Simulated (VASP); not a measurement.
Here is a VASP 6.6.1 calculation.

Contents of INCAR:

```
SYSTEM = MnO
  PREC = Accurate
  ENCUT = 600
  EDIFF = 1E-6
  ISMEAR = -1
  SIGMA = 0.02
  LREAL = .False.
  LASPH = .True.
  NELM = 200
  ALGO = Normal
  ISIF = 2
  LWAVE = .False.
  LCHARG = .True.
  ISPIN = 2
  MAGMOM = 4.5 0
  LORBIT = 11
  LMAXMIX = 4
  LDAU = .True.
  LDAUTYPE = 2
  LDAUL = 2 -1
  LDAUU = 2.8 0
  LDAUJ = 0 0
  LDAUPRINT = 1
  GGA = PE
  LELF = .True.
  LVHAR = .True.
  NBANDS = 22
  GGA_COMPAT = .False.
```

Contents of KPOINTS:

```
regular mesh
0
Gamma
  9 9 9
  0 0 0
```

The input POSCAR:

```
MnO
1.0
    0.0000000000      2.2400000000      2.2400000000
    2.2400000000      0.0000000000      2.2400000000
    2.2400000000      2.2400000000      0.0000000000
Mn O
1 1
Direct
    0.0000000000      0.0000000000      0.0000000000
    0.5000000000      0.5000000000      0.5000000000
```

Potentials or basis: VASP PAW PBE potentials, release 64 (Mn_sv, O).

Command:

```console
$ cat potpaw_PBE.64/Mn_sv/POTCAR potpaw_PBE.64/O/POTCAR > POTCAR
$ mpirun -np 1 vasp_std > vasp.out
```

What does it give for the band gap on the k mesh?

Zero (filled and empty bands overlap).

Estimate the net moment.

5.00 μB per cell.

Eigenvalues of the final occupation matrices:
| site | spin | trace | eigenvalues |
| --- | --- | --- | --- |
| site 1 d | 1 | 4.58 | 0.90 0.90 0.90 0.94 0.94 |
| site 1 d | 2 | 0.16 | 0.02 0.02 0.02 0.06 0.06 |

Caveat: a cell with one magnetic atom can't hold antiferromagnetic order, which such compounds often take. The state reached can hang on the start; a lower one may exist.
